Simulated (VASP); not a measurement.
# TiCo3 (Pm-3m) in VASP: a series of runs

TiCo3 is run at these levels: PBEsol; tasks: relaxation of cell and atoms, single point.

Program: VASP 6.6.1. These are calculated values, not measurements. Logs are shortened: lines on timing, memory, paths and dates and some standing lists are left out, and cuts for length are marked.

## (1) The cell of the first run

The structure is cubic, space group Pm-3m (No. 221). Conventional cell: a = 3.504 Å, b = 3.504 Å, c = 3.504 Å, α = 90.00°, β = 90.00°, γ = 90.00°. Within 3.3 Å of Ti (site symmetry m-3m) lie 12 Co at 2.48 Å. Within 3.3 Å of Co (site symmetry 4/mmm) lie 4 Ti at 2.48 Å and 8 Co at 2.48 Å.

## (2) Relaxation of cell and atoms, PBEsol, collinear spin, ferromagnetic start, target pressure 5 GPa, at which the enthalpy is minimised

INCAR

```
SYSTEM = TiCo3
PREC = Accurate
ENCUT = 600
EDIFF = 1E-6
ISMEAR = 0
SIGMA = 0.1
LREAL = .FALSE.
LASPH = .TRUE.
NELM = 150
ALGO = Fast
ISIF = 3
LWAVE = .FALSE.
LCHARG = .FALSE.
ISPIN = 2
MAGMOM = 0 0.27 0.27 0.27
LORBIT = 11
LMAXMIX = 4
GGA = PS
IBRION = 2
NSW = 70
EDIFFG = -0.008
PSTRESS = 50.0
```

KPOINTS

```
regular mesh
0
G
  12 12 12
  0 0 0
```

POSCAR

```
TiCo3
1.0
    3.5041774252      0.0000000000      0.0000000000
    0.0000000000      3.5041774252      0.0000000000
    0.0000000000      0.0000000000      3.5041774252
Ti Co
1 3
Direct
    0.0000000000      0.0000000000      0.0000000000
    0.0000000000      0.5000000000      0.5000000000
    0.5000000000      0.0000000000      0.5000000000
    0.5000000000      0.5000000000      0.0000000000
```

Potentials or basis: VASP PAW PBE potentials, release 64 (Ti_sv, Co).

Run with:

```
$ cat potpaw_PBE.64/Ti_sv/POTCAR potpaw_PBE.64/Co/POTCAR > POTCAR
$ mpirun -np 1 vasp_std > vasp.out
```

OUTCAR:

```text
SYSTEM = TiCo3
   PREC = Accurate
   ENCUT = 600
   EDIFF = 1E-6
   ISMEAR = 0
   LREAL = .FALSE.
   LASPH = .TRUE.
   NELM = 150
   ISIF = 3
   ISPIN = 2
   LORBIT = 11
   GGA = PS
   IBRION = 2
   NSW = 70
   EDIFFG = -0.008
   PSTRESS = 50.0

 ion  position               nearest neighbor table
   1  0.000  0.000  0.000-   2 2.48   3 2.48   4 2.48   2 2.48   3 2.48   2 2.48   4 2.48   2 2.48
                             3 2.48   4 2.48   3 2.48   4 2.48
   2  0.000  0.500  0.500-   1 2.48   3 2.48   4 2.48   1 2.48   4 2.48   1 2.48   3 2.48   1 2.48
                             3 2.48   4 2.48   4 2.48   3 2.48
   3  0.500  0.000  0.500-   1 2.48   2 2.48   4 2.48   1 2.48   4 2.48   2 2.48   4 2.48   4 2.48
                             1 2.48   2 2.48   1 2.48   2 2.48
   4  0.500  0.500  0.000-   1 2.48   2 2.48   3 2.48   2 2.48   3 2.48   1 2.48   3 2.48   3 2.48
                             1 2.48   2 2.48   2 2.48   1 2.48

  LATTYP: Found a simple cubic cell.
 ALAT       =     3.5041774252

  Lattice vectors:

 A1 = (   3.5041774252,   0.0000000000,   0.0000000000)
 A2 = (   0.0000000000,   3.5041774252,   0.0000000000)
 A3 = (   0.0000000000,   0.0000000000,   3.5041774252)

Analysis of symmetry for initial positions (statically):
=====================================================================
 Subroutine PRICEL returns:
 Original cell was already a primitive cell.

 Routine SETGRP: Setting up the symmetry group for a
 simple cubic supercell.

 Subroutine GETGRP returns: Found 48 space group operations
 (whereof 48 operations were pure point group operations)
 out of a pool of 48 trial point group operations.

The static configuration has the point symmetry O_h .

Analysis of symmetry for dynamics (positions and initial velocities):
=====================================================================
 Subroutine PRICEL returns:
 Original cell was already a primitive cell.

 Routine SETGRP: Setting up the symmetry group for a
 simple cubic supercell.

 Subroutine GETGRP returns: Found 48 space group operations
 (whereof 48 operations were pure point group operations)
 out of a pool of 48 trial point group operations.

The dynamic configuration has the point symmetry O_h .

Analysis of structural, dynamic, and magnetic symmetry:
=====================================================================
 Subroutine PRICEL returns:
 Original cell was already a primitive cell.

 Routine SETGRP: Setting up the symmetry group for a
 simple cubic supercell.

 Subroutine GETGRP returns: Found 48 space group operations
 (whereof 48 operations were pure point group operations)
 out of a pool of 48 trial point group operations.

The overall configuration has the point symmetry O_h .

 Subroutine INISYM returns: Found 48 space group operations
 (whereof 48 operations are pure point group operations),
 and found     1 'primitive' translations

----------------------------------------------------------------------------------------

                                     Primitive cell

  volume of cell :      43.0287

  direct lattice vectors                    reciprocal lattice vectors
     3.504177425  0.000000000  0.000000000     0.285373678  0.000000000  0.000000000
     0.000000000  3.504177425  0.000000000     0.000000000  0.285373678  0.000000000
     0.000000000  0.000000000  3.504177425     0.000000000  0.000000000  0.285373678

  length of vectors
     3.504177425  3.504177425  3.504177425     0.285373678  0.285373678  0.285373678

  position of ions in fractional coordinates (direct lattice)
     0.000000000  0.000000000  0.000000000
     0.000000000  0.500000000  0.500000000
     0.500000000  0.000000000  0.500000000
     0.500000000  0.500000000  0.000000000

  ion indices of the primitive-cell ions
   primitive index   ion index
                 1           1
                 2           2
                 3           3
                 4           4

----------------------------------------------------------------------------------------

 KPOINTS: regular mesh

Automatic generation of k-mesh.
 Grid dimensions read from file:
 generate k-points for:   12   12   12

 Generating k-lattice:

  Cartesian coordinates                     Fractional coordinates (reciprocal lattice)
     0.023781140  0.000000000  0.000000000     0.083333333  0.000000000  0.000000000
     0.000000000  0.023781140  0.000000000     0.000000000  0.083333333  0.000000000
     0.000000000  0.000000000  0.023781140     0.000000000  0.000000000  0.083333333

  Length of vectors
     0.023781140  0.023781140  0.023781140

  Shift w.r.t. Gamma in fractional coordinates (k-lattice)
     0.000000000  0.000000000  0.000000000

 Subroutine IBZKPT returns following result:
 ===========================================

 Found     84 irreducible k-points:

 Following reciprocal coordinates:
            Coordinates               Weight
  0.000000  0.000000  0.000000      1.000000
[... 59 lines left out ...]
 spin polarized calculation
 RMM-DIIS sequential band-by-band and
 Gauss-broadening in eV      SIGMA  =   0.10
  energy-cutoff  :      600.00
  volume of cell :       43.03
 maximum number of plane-waves:      1472
 NGX is ok and might be reduce to    28
   NGX = 13   NGY = 13   NGZ = 13

--------------------------------------- Ionic step        1  -------------------------------------------

 number of electron      38.9999962 magnetization       0.5428441

 Free energy of the ion-electron system (eV)
  ---------------------------------------------------
  ext. energy  EPLUGINS =         0.00000000
  ---------------------------------------------------
  free energy    TOTEN  =       -32.71508109 eV

  energy without entropy =      -32.68792991  energy(sigma->0) =      -32.70150550

------------------------ aborting loop because EDIFF is reached ----------------------------------------

  FORCE on cell =-STRESS in cart. coord.  units (eV):
  Direction    XX          YY          ZZ          XY          YZ          ZX
  --------------------------------------------------------------------------------------
  -------------------------------------------------------------------------------------
  Total        1.1294839      1.1294839      1.1294839      0.0000000      0.0000000      0.0000000
  in kB       42.0564265     42.0564265     42.0564265      0.0000000      0.0000000      0.0000000
  external PRESSURE =      -7.9435735 kB  Pullay stress =      50.0000000 kB

 VOLUME and BASIS-vectors are now :
 -----------------------------------------------------------------------------
  energy-cutoff  :      600.00
  volume of cell :       43.03
      direct lattice vectors                 reciprocal lattice vectors
     3.504177425  0.000000000  0.000000000     0.285373678  0.000000000  0.000000000
     0.000000000  3.504177425  0.000000000     0.000000000  0.285373678  0.000000000
     0.000000000  0.000000000  3.504177425     0.000000000  0.000000000  0.285373678
[... 90 lines left out ...]
  FREE ENERGIE OF THE ION-ELECTRON SYSTEM (eV)
  ---------------------------------------------------
  free  energy   TOTEN  =       -32.7115466093 eV

  energy  without entropy=      -32.6843891516  energy(sigma->0) =      -32.69796788

  enthalpy is  TOTEN    =       -31.3725892479 eV   P V=        1.3389573614

--------------------------------------- Ionic step        4  -------------------------------------------

 number of electron      38.9999960 magnetization       0.5204142

 Free energy of the ion-electron system (eV)
  ---------------------------------------------------
  ext. energy  EPLUGINS =         0.00000000
  ---------------------------------------------------
  free energy    TOTEN  =       -32.71060765 eV

  energy without entropy =      -32.68348115  energy(sigma->0) =      -32.69704440

 E-fermi :  11.0176     XC(G=0): -13.8123

 val. band max:       11.0175435512   @ k =   0.4167   0.3333   0.0000
 cond. band min:      11.0181535877   @ k =   0.3333   0.2500   0.1667
 fundamental gap:      0.0006100364
 Fermi energy:        11.0175501437

 spin component 1

 k-point     1 :       0.0000    0.0000    0.0000
  band No.  band energies     occupation
      1     -45.0040      1.00000
      2     -21.3765      1.00000
      3     -21.3765      1.00000
      4     -21.3765      1.00000
      5       2.7135      1.00000
      6       6.3195      1.00000
[... 15 lines left out ...]
     22      13.7191      0.00000
     23      14.5485      0.00000
[... 577 lines left out ...]
      3     -21.4311      1.00000
      4     -21.3833      1.00000
      5       6.0231      1.00000
      6       7.2556      1.00000
[... 15 lines left out ...]
     22      12.8681      0.00000
     23      12.9353      0.00000

 [... further k-points ...]

 spin component 2

 k-point     1 :       0.0000    0.0000    0.0000
  band No.  band energies     occupation
      1     -45.0555      1.00000
      2     -21.4285      1.00000
      3     -21.4285      1.00000
      4     -21.4285      1.00000
      5       2.7237      1.00000
      6       6.4115      1.00000
[... 15 lines left out ...]
     22      13.8134      0.00000
     23      14.5593      0.00000
[... 620 lines left out ...]
 POSITION                                       TOTAL-FORCE (eV/Angst)
 -----------------------------------------------------------------------------------
      0.00000      0.00000      0.00000        -0.000000     -0.000000      0.000000
      0.00000      1.75000      1.75000         0.000000      0.000000      0.000000
      1.75000     -0.00000      1.75000        -0.000000      0.000000      0.000000
      1.75000      1.75000     -0.00000        -0.000000     -0.000000      0.000000
 -----------------------------------------------------------------------------------
    total drift:                                0.000000      0.000000      0.000000

  FREE ENERGIE OF THE ION-ELECTRON SYSTEM (eV)
  ---------------------------------------------------
  free  energy   TOTEN  =       -32.7106076492 eV

  energy  without entropy=      -32.6834811547  energy(sigma->0) =      -32.69704440

  enthalpy is  TOTEN    =       -31.3725827365 eV   P V=        1.3380249127

 reached required accuracy - stopping structural energy minimisation

 total charge

# of ion       s       p       d       tot
------------------------------------------
    1        2.288   6.225   2.025  10.538
    2        0.541   0.571   7.372   8.483
    3        0.541   0.571   7.372   8.483
    4        0.541   0.571   7.372   8.483
--------------------------------------------------
tot          3.909   7.937  24.140  35.985

 magnetization (x)

# of ion       s       p       d       tot
------------------------------------------
    1       -0.001  -0.005  -0.055  -0.060
    2       -0.001  -0.001   0.197   0.196
    3       -0.001  -0.001   0.197   0.196
    4       -0.001  -0.001   0.197   0.196
--------------------------------------------------
tot         -0.002  -0.007   0.536   0.527
```

Run time: 22 min. Hardware: 1 thread of Oxide Virtual Turin-like, shared host; peak memory 0.27 GiB.

Results:

| Quantity | Value |
| --- | --- |
| Free energy | -32.7106 eV |
| Relaxed volume | 10.72 Å³/atom |
| Relaxed cell | a = 3.500 Å, b = 3.500 Å, c = 3.500 Å, α = 90.00°, β = 90.00°, γ = 90.00° |
| Space group after relaxing (to 0.1 Å) | Pm-3m (No. 221) |
| Energy change on relaxing (the run minimises the enthalpy) | +1.1 meV/atom |
| Ionic steps | 4 |
| Pressure after relaxing | 5.1 GPa |
| Net moment | 0.52 μB per cell |
| Site moments | Ti -0.06; Co +0.20 μB |
| Valence electrons inside the program's atomic spheres | Ti 10.54; Co 8.48 |

The path:
| step | energy change (eV) | largest force (eV/Å) | pressure (GPa) | volume (Å³) |
| --- | --- | --- | --- | --- |
| 1 | 0.0000 | 0.0000 | 4.21 | 43.03 |
| 2 | 0.0107 | 0.0000 | 6.02 | 42.70 |
| 3 | 0.0035 | 0.0000 | 4.83 | 42.90 |
| 4 | 0.0045 | 0.0000 | 5.09 | 42.88 |

Final structure:
```
Ti Co
1.0
     3.50000    0.00000    0.00000
     0.00000    3.50000    0.00000
     0.00000    0.00000    3.50000
Ti Co
1 3
Direct
  0.00000 0.00000 0.00000
  0.00000 0.50000 0.50000
  0.50000 0.00000 0.50000
  0.50000 0.50000 0.00000
```

Levels at points of the mesh, in eV from the Fermi level:
Spin up:
| k point | band 16 | band 17 | band 18 | band 19 | band 20 | band 21 | band 22 | band 23 |
| --- | --- | --- | --- | --- | --- | --- | --- | --- |
| (0.00, 0.00, 0.00) | -0.20 | 0.38 | 0.67 | 0.67 | 0.67 | 2.70 | 2.70 | 3.53 |
| (0.50, 0.00, 0.00) | -0.90 | -0.69 | -0.69 | -0.65 | -0.03 | 0.67 | 1.28 | 1.28 |
| (0.50, 0.50, 0.00) | -1.38 | -1.07 | -0.99 | -0.99 | -0.48 | -0.46 | 1.83 | 1.83 |
| (0.50, 0.50, 0.50) | -1.09 | -0.10 | 0.43 | 0.43 | 0.43 | 0.94 | 0.94 | 0.94 |
Spin down:
```csv
k point,band 15,band 16,band 17,band 18,band 19,band 20,band 21,band 22,band 23
"(0.00, 0.00, 0.00)",0.08,0.08,0.63,0.85,0.85,0.85,2.80,2.80,3.54
"(0.50, 0.00, 0.00)",-1.00,-0.65,-0.53,-0.53,-0.42,0.25,0.85,1.29,1.29
"(0.50, 0.50, 0.00)",-1.72,-1.35,-0.85,-0.72,-0.72,-0.33,-0.29,1.83,1.83
"(0.50, 0.50, 0.50)",-0.97,-0.97,-0.07,0.63,0.63,0.63,0.93,0.93,0.93
```

Caveat: the cell is relaxed towards a set pressure, so the run minimises the enthalpy, not the energy; the PAW data sets were made with another functional, which shifts forces and pressure a little.

## (3) Single point, PBEsol, collinear spin, ferromagnetic start (10.65 Å³/atom)

This run uses another cell than the first one, of 10.65 Å³/atom.

INCAR

```
ALGO = Fast ; EDIFF = 1E-6
ENCUT = 520 ; GGA = PS
ISIF = 2 ; ISMEAR = 0
ISPIN = 2 ; LASPH = True
LCHARG = False ; LMAXMIX = 4
LORBIT = 11 ; LREAL = False
LWAVE = False ; MAGMOM = 0 0.3 0.3 0.3
NBANDS = 32 ; NELM = 150
PREC = Accurate ; SIGMA = 0.1
```

KPOINTS

```
k-points
0
Gamma
  12 12 12
```

POSCAR

```
TiCo3
1.0
    3.4926053784      0.0000000000      0.0000000000
    0.0000000000      3.4926053784      0.0000000000
    0.0000000000      0.0000000000      3.4926053784
Ti Co
1 3
Direct
    0.0000000000      0.0000000000      0.0000000000
    0.0000000000      0.5000000000      0.5000000000
    0.5000000000      0.0000000000      0.5000000000
    0.5000000000      0.5000000000      0.0000000000
```

Potentials or basis: VASP PAW PBE potentials, release 64 (Ti_sv, Co).

Run with:

```
$ cat potpaw_PBE.64/Ti_sv/POTCAR potpaw_PBE.64/Co/POTCAR > POTCAR
$ mpirun -np 1 vasp_std > vasp.out
```

It took 5.6 min on 1 thread of Oxide Virtual Turin-like, shared host; peak memory 0.26 GiB.

It converged, with:

```yaml
Free_energy: -32.7010 eV
Pressure: 6.8 GPa
Net_moment: 0.47 μB per cell
Site_moments: Ti -0.05; Co +0.18 μB
Valence_electrons_inside_the_program's_atomic_spheres: Ti 10.55; Co 8.50
```

Levels at points of the mesh, in eV from the Fermi level:
Spin up:
| k point | band 16 | band 17 | band 18 | band 19 | band 20 | band 21 | band 22 | band 23 | band 24 | band 25 |
| --- | --- | --- | --- | --- | --- | --- | --- | --- | --- | --- |
| (0.00, 0.00, 0.00) | -0.19 | 0.40 | 0.69 | 0.69 | 0.69 | 2.73 | 2.73 | 3.56 | 3.56 | 3.56 |
| (0.50, 0.00, 0.00) | -0.89 | -0.69 | -0.69 | -0.64 | -0.02 | 0.69 | 1.29 | 1.29 | 2.06 | 2.67 |
| (0.50, 0.50, 0.00) | -1.39 | -1.06 | -0.99 | -0.99 | -0.48 | -0.46 | 1.84 | 1.84 | 2.33 | 2.33 |
| (0.50, 0.50, 0.50) | -1.09 | -0.10 | 0.45 | 0.45 | 0.45 | 0.95 | 0.95 | 0.95 | 2.35 | 2.35 |
Spin down:
| k point | band 17 | band 18 | band 19 | band 20 | band 21 | band 22 | band 23 | band 24 |
| --- | --- | --- | --- | --- | --- | --- | --- | --- |
| (0.00, 0.00, 0.00) | 0.62 | 0.85 | 0.85 | 0.85 | 2.81 | 2.81 | 3.57 | 3.57 |
| (0.50, 0.00, 0.00) | -0.54 | -0.54 | -0.43 | 0.24 | 0.85 | 1.30 | 1.30 | 2.13 |
| (0.50, 0.50, 0.00) | -0.86 | -0.74 | -0.74 | -0.34 | -0.30 | 1.85 | 1.85 | 2.43 |
| (0.50, 0.50, 0.50) | -0.07 | 0.63 | 0.63 | 0.63 | 0.95 | 0.95 | 0.95 | 2.44 |

Caveat: the cell stands under pressure; the PAW data sets were made with another functional, which shifts forces and pressure a little.

## (4) Single point, PBEsol, collinear spin, ferromagnetic start

This run uses another cell than the first one, of 10.98 Å³/atom.

INCAR

```
SYSTEM = TiCo3
  ALGO = Normal
  EDIFF = 1E-7
  ENCUT = 520
  GGA = PS
  ISIF = 2
  ISMEAR = 0
  ISPIN = 2
  LASPH = .True.
  LCHARG = .False.
  LMAXMIX = 4
  LORBIT = 11
  LREAL = .False.
  LWAVE = .False.
  MAGMOM = 0 0.3 0.3 0.3
  NBANDS = 32
  NELM = 150
  PREC = Accurate
  SIGMA = 0.1
```

KPOINTS

```
k-points
0
Gamma
  12 12 12
  0 0 0
```

POSCAR

```
TiCo3
1.0
    3.5282466705      0.0000000000      0.0000000000
    0.0000000000      3.5282466705      0.0000000000
    0.0000000000      0.0000000000      3.5282466705
Ti Co
1 3
Direct
    0.0000000000      0.0000000000      0.0000000000
    0.0000000000      0.5000000000      0.5000000000
    0.5000000000      0.0000000000      0.5000000000
    0.5000000000      0.5000000000      0.0000000000
```

Run with:

```
$ cat potpaw_PBE.64/Ti_sv/POTCAR potpaw_PBE.64/Co/POTCAR > POTCAR
$ mpirun -np 1 vasp_std > vasp.out
```

Run time: 5 min. Hardware: 1 thread of Oxide Virtual Turin-like, shared host; peak memory 0.26 GiB.

The run converged. Its results:

```
Free energy                                           : -32.7258 eV
Pressure                                              : -0.7 GPa
Net moment                                            : 0.69 μB per cell
Site moments                                          : Ti -0.08; Co +0.26 μB
Valence electrons inside the program's atomic spheres : Ti 10.49; Co 8.43
```

Levels at points of the mesh, in eV from the Fermi level:
Spin up:
```tsv
k point	band 16	band 17	band 18	band 19	band 20	band 21	band 22	band 23	band 24	band 25
(0.00, 0.00, 0.00)	-0.26	0.31	0.59	0.59	0.59	2.60	2.60	3.44	3.44	3.44
(0.50, 0.00, 0.00)	-0.93	-0.71	-0.71	-0.68	-0.10	0.60	1.24	1.24	1.96	2.58
(0.50, 0.50, 0.00)	-1.34	-1.08	-1.02	-1.02	-0.50	-0.50	1.77	1.77	2.17	2.17
(0.50, 0.50, 0.50)	-1.08	-0.09	0.36	0.36	0.36	0.89	0.89	0.89	2.22	2.22
```
Spin down:
| k point | band 15 | band 16 | band 17 | band 18 | band 19 | band 20 | band 21 | band 22 | band 23 | band 24 |
| --- | --- | --- | --- | --- | --- | --- | --- | --- | --- | --- |
| (0.00, 0.00, 0.00) | 0.10 | 0.10 | 0.64 | 0.84 | 0.84 | 0.84 | 2.72 | 2.72 | 3.45 | 3.45 |
| (0.50, 0.00, 0.00) | -0.95 | -0.60 | -0.50 | -0.50 | -0.37 | 0.28 | 0.84 | 1.25 | 1.25 | 2.07 |
| (0.50, 0.50, 0.00) | -1.64 | -1.30 | -0.78 | -0.67 | -0.67 | -0.30 | -0.26 | 1.78 | 1.78 | 2.33 |
| (0.50, 0.50, 0.50) | -0.92 | -0.92 | -0.05 | 0.64 | 0.64 | 0.64 | 0.88 | 0.88 | 0.88 | 2.35 |

Caveat: the PAW data sets were made with another functional, which shifts forces and pressure a little.

## (5) Overview

```tsv
task	cell	cutoff (eV)	gap on the mesh (eV)	pressure (GPa)	moment (μB)
relaxation of cell and atoms	relaxed to 5 GPa from a = 3.504 Å, 4 atoms	600	none	5.1	0.52
single point	a = 3.493 Å, 4 atoms	520	none	6.8	0.47
single point	a = 3.528 Å, 4 atoms	520	none	-0.7	0.69
```

Alike in all rows: level PBEsol; potentials or basis VASP PAW PBE potentials, release 64 (Ti_sv, Co); spin collinear, ferromagnetic start; k mesh 12 × 12 × 12; smearing gaussian 0.1 eV.

Caveats: the PAW data sets were made with another functional, which shifts forces and pressure a little; the cell is relaxed towards a set pressure, so the run minimises the enthalpy, not the energy (at least some runs); the cell stands under pressure (at least some runs).

Total energies depend on the potentials used, so only differences within one code and one set of settings carry meaning.
